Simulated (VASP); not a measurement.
# Al (Fm-3m) in VASP: further runs

Al is run at these levels: PBEsol, LDA, PBE; tasks: single point.

Program: VASP 6.6.1. These are calculated values, not measurements. Logs are shortened: lines on timing, memory, paths and dates and some standing lists are left out, and cuts for length are marked.

## 1. The cell of the first run

Symmetry: Fm-3m, No. 225, cubic system. Conventional cell: a = 4.039 Å, b = 4.039 Å, c = 4.039 Å, α = 90.00°, β = 90.00°, γ = 90.00°. Within 3.8 Å of Al (site symmetry m-3m) lie 12 Al at 2.86 Å.

## 2. Single point, PBEsol

The input, INCAR:

```
PREC = Accurate
ENCUT = 500
EDIFF = 1E-6
ISMEAR = 0
SIGMA = 0.1
LREAL = F
LASPH = T
NELM = 120
ALGO = Normal
ISIF = 2
LWAVE = F
LCHARG = F
GGA = PS
NBANDS = 8
GGA_COMPAT = F
```

The input, KPOINTS:

```
Automatic mesh
0
Gamma
  4 4 4
```

The input, POSCAR:

```
Al
1.0
    0.0000000000      2.0194648466      2.0194648466
    2.0194648466      0.0000000000      2.0194648466
    2.0194648466      2.0194648466      0.0000000000
Al
1
Direct
    0.0000000000      0.0000000000      0.0000000000
```

Potentials or basis: VASP PAW PBE potentials, release 64 (Al).

On the command line:

```bash
cat potpaw_PBE.64/Al/POTCAR > POTCAR
mpirun -np 1 vasp_std > vasp.out
```

OUTCAR:

```text
PREC = Accurate
   ENCUT = 500
   EDIFF = 1E-6
   ISMEAR = 0
   LREAL = F
   LASPH = T
   NELM = 120
   ISIF = 2
   GGA = PS

 ion  position               nearest neighbor table
   1  0.000  0.000  0.000-

  LATTYP: Found a face centered cubic cell.
 ALAT       =     4.0389296932

  Lattice vectors:

 A1 = (   0.0000000000,   2.0194648466,   2.0194648466)
 A2 = (   2.0194648466,   0.0000000000,   2.0194648466)
 A3 = (   2.0194648466,   2.0194648466,   0.0000000000)

Analysis of symmetry for initial positions (statically):
=====================================================================
 Subroutine PRICEL returns:
 Original cell was already a primitive cell.

 Routine SETGRP: Setting up the symmetry group for a
 face centered cubic supercell.

 Subroutine GETGRP returns: Found 48 space group operations
 (whereof 48 operations were pure point group operations)
 out of a pool of 48 trial point group operations.

The static configuration has the point symmetry O_h .

Analysis of symmetry for dynamics (positions and initial velocities):
=====================================================================
 Subroutine PRICEL returns:
 Original cell was already a primitive cell.

 Routine SETGRP: Setting up the symmetry group for a
 face centered cubic supercell.

 Subroutine GETGRP returns: Found 48 space group operations
 (whereof 48 operations were pure point group operations)
 out of a pool of 48 trial point group operations.

The dynamic configuration has the point symmetry O_h .

 Subroutine INISYM returns: Found 48 space group operations
 (whereof 48 operations are pure point group operations),
 and found     1 'primitive' translations

----------------------------------------------------------------------------------------

                                     Primitive cell

  volume of cell :      16.4717

  direct lattice vectors                    reciprocal lattice vectors
     0.000000000  2.019464847  2.019464847    -0.247590346  0.247590346  0.247590346
     2.019464847  0.000000000  2.019464847     0.247590346 -0.247590346  0.247590346
     2.019464847  2.019464847  0.000000000     0.247590346  0.247590346 -0.247590346

  length of vectors
     2.855954575  2.855954575  2.855954575     0.428839059  0.428839059  0.428839059

  position of ions in fractional coordinates (direct lattice)
     0.000000000  0.000000000  0.000000000

  ion indices of the primitive-cell ions
   primitive index   ion index
                 1           1

----------------------------------------------------------------------------------------

 KPOINTS: Automatic mesh

Automatic generation of k-mesh.
 Grid dimensions read from file:
 generate k-points for:    4    4    4

 Generating k-lattice:

  Cartesian coordinates                     Fractional coordinates (reciprocal lattice)
    -0.061897586  0.061897586  0.061897586     0.250000000  0.000000000  0.000000000
     0.061897586 -0.061897586  0.061897586     0.000000000  0.250000000  0.000000000
     0.061897586  0.061897586 -0.061897586     0.000000000  0.000000000  0.250000000

  Length of vectors
     0.107209765  0.107209765  0.107209765

  Shift w.r.t. Gamma in fractional coordinates (k-lattice)
     0.000000000  0.000000000  0.000000000

 Subroutine IBZKPT returns following result:
 ===========================================

 Found      8 irreducible k-points:

 Following reciprocal coordinates:
            Coordinates               Weight
  0.000000  0.000000  0.000000      1.000000
  0.250000  0.000000  0.000000      8.000000
  0.500000  0.000000  0.000000      4.000000
  0.250000  0.250000  0.000000      6.000000
  0.500000  0.250000  0.000000     24.000000
 -0.250000  0.250000  0.000000     12.000000
  0.500000  0.500000  0.000000      3.000000
 -0.250000  0.500000  0.250000      6.000000
   k-points           NKPTS =      8   k-points in BZ     NKDIM =      8   number of bands    NBANDS=      8
   number of dos      NEDOS =    301   number of ions     NIONS =      1
   total plane-waves  NPLWV =  13824
   dimension x,y,z NGX =    24 NGY =   24 NGZ =   24
   dimension x,y,z NGXF=    48 NGYF=   48 NGZF=   48
   ions per type =               1
   NGX,Y,Z   is equivalent  to a cutoff of  13.97, 13.97, 13.97 a.u.
   NGXF,Y,Z  is equivalent  to a cutoff of  27.94, 27.94, 27.94 a.u.
 SYSTEM =  unknown system
   PREC   = accura    normal or accurate (medium, high low for compatibility)
   ISTART =      0    job   : 0-new  1-cont  2-samecut
   ICHARG =      2    charge: 1-file 2-atom 10-const
   ISPIN  =      1    spin polarized calculation?
   LNONCOLLINEAR =      F non collinear calculations
   LSORBIT =      F    spin-orbit coupling
   LASPH  =      T    aspherical Exc in radial PAW
   ENCUT  =  500.0 eV  36.75 Ry    6.06 a.u.   5.21  5.21  5.21*2*pi/ulx,y,z
   NELM   =    120;   NELMIN=  2; NELMDL= -5     # of ELM steps
   EDIFF  = 0.1E-05   stopping-criterion for ELM
   LREAL  =      F    real-space projection
   EDIFFG = 0.1E-04   stopping-criterion for IOM
   NSW    =      0    number of steps for IOM
   IBRION =     -1    ionic relax: 0-MD 1-quasi-New 2-CG
   NFREE  =      0    steps in history (QN), initial steepest desc. (CG)
   ISIF   =      2    stress and relaxation
   ISYM   =      2    0-nonsym 1-usesym 2-fastsym
   POTIM  = 0.5000    time-step for ionic-motion
   TEBEG  =    0.0;   TEEND  =   0.0 temperature during run
   PSTRESS=    0.0 pullay stress
   NELECT =       3.0000    total number of electrons
   NUPDOWN=      -1.0000    fix difference up-down
   EMIN   =  10.00;   EMAX   =-10.00  energy-range for DOS
   EFERMI =   0.00;   METHOD = LEGACY
   ISMEAR =     0;   SIGMA  =   0.10  broadening in eV -4-tet -1-fermi 0-gaus
   EFERMI_NEDOS =   21; number of points for ismear=-14 and -15
   IALGO  =     38    algorithm
   IMIX   =      4    mixing-type and parameters
     AMIX     =   0.40;   BMIX     =  1.00
     AMIX_MAG =   1.60;   BMIX_MAG =  1.00
  volume/ion in A,a.u.               =      16.47       111.16
  Fermi-wavevector in a.u.,A,eV,Ry     =   0.927974  1.753616 11.716453  0.861135
  Thomas-Fermi vector in A             =   2.054101
   LORBIT       =      0    0 simple, 1 ext, 2 COOP (PROOUT), +10 PAW based schemes
   GGA     = PS    functional components
   LHFCALC =     F    Hartree Fock is set to
   AEXX    =    0.0000 exact exchange contribution
   IVDW    =     0    specifies the selected vdW correction
   LEPSILON=     F    determine dielectric tensor
   LRPA    =     F    only Hartree local field effects (RPA)
 non-spin polarized calculation
 Gauss-broadening in eV      SIGMA  =   0.10
  energy-cutoff  :      500.00
  volume of cell :       16.47
 maximum number of plane-waves:       444
 NGX is ok and might be reduce to    24
   NGX = 11   NGY = 11   NGZ = 11

 number of electron       3.0000000 magnetization

 Free energy of the ion-electron system (eV)
  ---------------------------------------------------
  ext. energy  EPLUGINS =         0.00000000
  ---------------------------------------------------
  free energy    TOTEN  =        -3.80414327 eV

  energy without entropy =       -3.78810529  energy(sigma->0) =       -3.79612428

 E-fermi :   7.2745     XC(G=0): -10.2603

 val. band max:        7.2146407958   @ k =   0.5000   0.2500   0.0000
 cond. band min:       8.1147908551   @ k =  -0.2500   0.5000   0.2500
 fundamental gap:      0.9001500593
 Fermi energy:         7.2745015562

 k-point     1 :       0.0000    0.0000    0.0000
  band No.  band energies     occupation
      1      -3.1701      2.00000
      2      20.5794      0.00000
      3      20.5794      0.00000
      4      20.5794      0.00000
      5      22.0790      0.00000
      6      22.0790      0.00000
      7      22.0790      0.00000
      8      24.4810      0.00000

 k-point     2 :       0.2500    0.0000    0.0000
  band No.  band energies     occupation
      1      -1.4792      2.00000
      2      11.4098      0.00000
      3      18.8735      0.00000
      4      18.8735      0.00000
      5      22.3360      0.00000
      6      22.7174      0.00000
      7      22.7174      0.00000
      8      26.7365      0.00000

 k-point     3 :       0.5000    0.0000    0.0000
  band No.  band energies     occupation
      1       3.3682      2.00000
      2       3.5965      2.00000
      3      19.3870      0.00000
      4      19.3870      0.00000
      5      19.4119      0.00000
      6      19.4119      0.00000
      7      23.0948      0.00000
      8      23.2731      0.00000

 k-point     4 :       0.2500    0.2500    0.0000
  band No.  band energies     occupation
      1      -0.9201      2.00000
      2      15.4520      0.00000
      3      15.4884      0.00000
      4      15.4884      0.00000
      5      16.2221      0.00000
      6      18.9837      0.00000
      7      29.4057      0.00000
      8      29.9133      0.00000

 k-point     5 :       0.5000    0.2500    0.0000
  band No.  band energies     occupation
      1       2.9250      2.00000
      2       7.2146      1.60276
      3      11.6245      0.00000
      4      15.0170      0.00000
      5      16.7047      0.00000
      6      24.0666      0.00000
      7      26.6443      0.00000
      8      29.5588      0.00000

 k-point     6 :      -0.2500    0.2500    0.0000
  band No.  band energies     occupation
      1       1.2943      2.00000
      2       9.2117      0.00000
      3      10.7188      0.00000
      4      17.4473      0.00000
      5      19.4163      0.00000
      6      24.9405      0.00000
      7      25.5985      0.00000
      8      26.7279      0.00000

 k-point     7 :       0.5000    0.5000    0.0000
  band No.  band energies     occupation
      1       5.0516      2.00000
      2       6.3584      2.00000
      3      13.2317      0.00000
      4      13.5659      0.00000
      5      13.5659      0.00000
      6      17.0349      0.00000
      7      33.3271      0.00000
      8      34.8536      0.00000

 k-point     8 :      -0.2500    0.5000    0.2500
  band No.  band energies     occupation
      1       7.1284      1.96115
      2       7.1284      1.96115
      3       8.1148      0.00000
      4       9.0915      0.00000
      5      23.7945      0.00000
      6      23.7945      0.00000
      7      24.3310      0.00000
      8      26.3643      0.00000

------------------------ aborting loop because EDIFF is reached ----------------------------------------

  FORCE on cell =-STRESS in cart. coord.  units (eV):
  Direction    XX          YY          ZZ          XY          YZ          ZX
  --------------------------------------------------------------------------------------
  -------------------------------------------------------------------------------------
  Total       -0.0509867     -0.0509867     -0.0509867      0.0000000      0.0000000      0.0000000
  in kB       -4.9593929     -4.9593929     -4.9593929      0.0000000      0.0000000      0.0000000
  external PRESSURE =      -4.9593929 kB  Pullay stress =       0.0000000 kB

 VOLUME and BASIS-vectors are now :
 -----------------------------------------------------------------------------
  energy-cutoff  :      500.00
  volume of cell :       16.47
      direct lattice vectors                 reciprocal lattice vectors
     0.000000000  2.019464847  2.019464847    -0.247590346  0.247590346  0.247590346
     2.019464847  0.000000000  2.019464847     0.247590346 -0.247590346  0.247590346
     2.019464847  2.019464847  0.000000000     0.247590346  0.247590346 -0.247590346

 POSITION                                       TOTAL-FORCE (eV/Angst)
 -----------------------------------------------------------------------------------
      0.00000      0.00000      0.00000         0.000000      0.000000     -0.000000
 -----------------------------------------------------------------------------------
    total drift:                                0.000000     -0.000000     -0.000000

  FREE ENERGIE OF THE ION-ELECTRON SYSTEM (eV)
  ---------------------------------------------------
  free  energy   TOTEN  =        -3.8041432685 eV

  energy  without entropy=       -3.7881052861  energy(sigma->0) =       -3.79612428
```

It took 1.4 s on 1 thread of AMD EPYC 9R45 (Zen 5), shared host; peak memory 0.09 GiB.

Results:

```
Free energy : -3.8041 eV
Pressure    : -0.5 GPa
```

Caveat: the k points lie up to 0.67 Å⁻¹ apart; the PAW data sets were made with another functional, which shifts forces and pressure a little.

## 3. Single point, LDA

The input, INCAR:

```
ALGO = Normal
EDIFF = 1E-6
ENCUT = 500
GGA = CA
GGA_COMPAT = F
ISIF = 2
ISMEAR = -1
LASPH = T
LCHARG = T
LELF = T
LREAL = F
LVHAR = T
LWAVE = F
NBANDS = 8
NELM = 120
PREC = Accurate
SIGMA = 0.0028
```

The input, KPOINTS:

```
k-points
0
Gamma
  4 4 4
```

POSCAR is that of step 2.

Potentials or basis: VASP PAW LDA potentials, release 64 (Al).

On the command line:

```bash
cat potpaw_LDA.64/Al/POTCAR > POTCAR
mpirun -np 1 vasp_std > vasp.out
```

OUTCAR:

```text
EDIFF = 1E-6
   ENCUT = 500
   GGA = CA
   ISIF = 2
   ISMEAR = -1
   LASPH = T
   LREAL = F
   NELM = 120
   PREC = Accurate

 ion  position               nearest neighbor table
   1  0.000  0.000  0.000-

  LATTYP: Found a face centered cubic cell.
 ALAT       =     4.0389296932

  Lattice vectors:

 A1 = (   0.0000000000,   2.0194648466,   2.0194648466)
 A2 = (   2.0194648466,   0.0000000000,   2.0194648466)
 A3 = (   2.0194648466,   2.0194648466,   0.0000000000)

Analysis of symmetry for initial positions (statically):
=====================================================================
 Subroutine PRICEL returns:
 Original cell was already a primitive cell.

 Routine SETGRP: Setting up the symmetry group for a
 face centered cubic supercell.

 Subroutine GETGRP returns: Found 48 space group operations
 (whereof 48 operations were pure point group operations)
 out of a pool of 48 trial point group operations.

The static configuration has the point symmetry O_h .

Analysis of symmetry for dynamics (positions and initial velocities):
=====================================================================
 Subroutine PRICEL returns:
 Original cell was already a primitive cell.

 Routine SETGRP: Setting up the symmetry group for a
 face centered cubic supercell.

 Subroutine GETGRP returns: Found 48 space group operations
 (whereof 48 operations were pure point group operations)
 out of a pool of 48 trial point group operations.

The dynamic configuration has the point symmetry O_h .

 Subroutine INISYM returns: Found 48 space group operations
 (whereof 48 operations are pure point group operations),
 and found     1 'primitive' translations

----------------------------------------------------------------------------------------
[... 91 lines left out ...]
   IALGO  =     38    algorithm
   IMIX   =      4    mixing-type and parameters
     AMIX     =   0.40;   BMIX     =  1.00
     AMIX_MAG =   1.60;   BMIX_MAG =  1.00
  volume/ion in A,a.u.               =      16.47       111.16
  Fermi-wavevector in a.u.,A,eV,Ry     =   0.927974  1.753616 11.716453  0.861135
  Thomas-Fermi vector in A             =   2.054101
   LORBIT       =      0    0 simple, 1 ext, 2 COOP (PROOUT), +10 PAW based schemes
   GGA     = CA    functional components
   LHFCALC =     F    Hartree Fock is set to
   AEXX    =    0.0000 exact exchange contribution
   IVDW    =     0    specifies the selected vdW correction
   LEPSILON=     F    determine dielectric tensor
   LRPA    =     F    only Hartree local field effects (RPA)
 non-spin polarized calculation
  energy-cutoff  :      500.00
  volume of cell :       16.47
 maximum number of plane-waves:       444
 NGX is ok and might be reduce to    24
   NGX = 11   NGY = 11   NGZ = 11

 number of electron       3.0000000 magnetization

 Free energy of the ion-electron system (eV)
  ---------------------------------------------------
  ext. energy  EPLUGINS =         0.00000000
  ---------------------------------------------------
  free energy    TOTEN  =        -3.88368875 eV

  energy without entropy =       -3.88261409  energy(sigma->0) =       -3.88315142

 E-fermi :   7.0631     XC(G=0): -10.3476

 val. band max:        7.0593199562   @ k =   0.5000   0.2500   0.0000
 cond. band min:       8.0132043135   @ k =  -0.2500   0.5000   0.2500
 fundamental gap:      0.9538843573
 Fermi energy:         7.0630579592

 k-point     1 :       0.0000    0.0000    0.0000
  band No.  band energies     occupation
      1      -3.2994      2.00000
      2      20.3953      0.00000
      3      20.3953      0.00000
      4      20.3953      0.00000
      5      21.7241      0.00000
      6      21.7241      0.00000
      7      21.7241      0.00000
      8      24.4464      0.00000
[... 67 lines left out ...]
 k-point     8 :      -0.2500    0.5000    0.2500
  band No.  band energies     occupation
      1       6.9852      2.00000
      2       6.9852      2.00000
      3       8.0132      0.00000
      4       8.8205      0.00000
      5      23.5812      0.00000
      6      23.5812      0.00000
      7      24.0102      0.00000
      8      26.0963      0.00000

------------------------ aborting loop because EDIFF is reached ----------------------------------------

  FORCE on cell =-STRESS in cart. coord.  units (eV):
  Direction    XX          YY          ZZ          XY          YZ          ZX
  --------------------------------------------------------------------------------------
  -------------------------------------------------------------------------------------
  Total       -0.2607284     -0.2607284     -0.2607284     -0.0000000      0.0000000     -0.0000000
  in kB      -25.3606276    -25.3606276    -25.3606276     -0.0000000      0.0000000     -0.0000000
  external PRESSURE =     -25.3606276 kB  Pullay stress =       0.0000000 kB

 VOLUME and BASIS-vectors are now :
 -----------------------------------------------------------------------------
  energy-cutoff  :      500.00
  volume of cell :       16.47
      direct lattice vectors                 reciprocal lattice vectors
     0.000000000  2.019464847  2.019464847    -0.247590346  0.247590346  0.247590346
     2.019464847  0.000000000  2.019464847     0.247590346 -0.247590346  0.247590346
     2.019464847  2.019464847  0.000000000     0.247590346  0.247590346 -0.247590346

 POSITION                                       TOTAL-FORCE (eV/Angst)
 -----------------------------------------------------------------------------------
      0.00000      0.00000      0.00000         0.000000      0.000000      0.000000
 -----------------------------------------------------------------------------------
    total drift:                               -0.000000      0.000000      0.000000

  FREE ENERGIE OF THE ION-ELECTRON SYSTEM (eV)
  ---------------------------------------------------
  free  energy   TOTEN  =        -3.8836887478 eV

  energy  without entropy=       -3.8826140937  energy(sigma->0) =       -3.88315142
```

OSZICAR:

```text
N       E                     dE             d eps       ncg     rms          rms(c)
DAV:   1    -0.248163543503E+01   -0.24816E+01   -0.10942E+03   128   0.226E+02
DAV:   2    -0.390520052849E+01   -0.14236E+01   -0.14113E+01   160   0.191E+01
DAV:   3    -0.391272789113E+01   -0.75274E-02   -0.75274E-02   184   0.162E+00
DAV:   4    -0.391273991120E+01   -0.12020E-04   -0.12019E-04   168   0.475E-02
DAV:   5    -0.391273998936E+01   -0.78166E-07   -0.78954E-07   168   0.257E-03    0.142E+00
DAV:   6    -0.389527432835E+01    0.17466E-01   -0.23374E-03   160   0.198E-01    0.805E-01
DAV:   7    -0.388370710494E+01    0.11567E-01   -0.61260E-03   144   0.316E-01    0.163E-01
DAV:   8    -0.388368905329E+01    0.18052E-04   -0.14230E-05   176   0.255E-02    0.160E-02
DAV:   9    -0.388368874785E+01    0.30544E-06   -0.20000E-07   160   0.219E-03
   1 F= -.38836887E+01 E0= -.38831514E+01  d E =-.107465E-02
```

stdout:

```text
POSCAR found type information on POSCAR Al
 POSCAR found :  1 types and       1 ions
 scaLAPACK will be used
 LDA part: xc-table for (Slater(with rela. corr.)+CA(PZ))
 , standard interpolation
 POSCAR, INCAR and KPOINTS ok, starting setup
 FFT: planning ... GRIDC
 FFT: planning ... GRID_SOFT
 FFT: planning ... GRID
 WAVECAR not read
 entering main loop
```

Wall time 1.4 s (1 thread of AMD EPYC 9R45 (Zen 5), shared host); peak memory 0.08 GiB.

Results:

```yaml
Free_energy: -3.8837 eV
Pressure: -2.5 GPa
```

Caveat: the k points lie up to 0.67 Å⁻¹ apart.

(Part 1 of 2 ends here.)
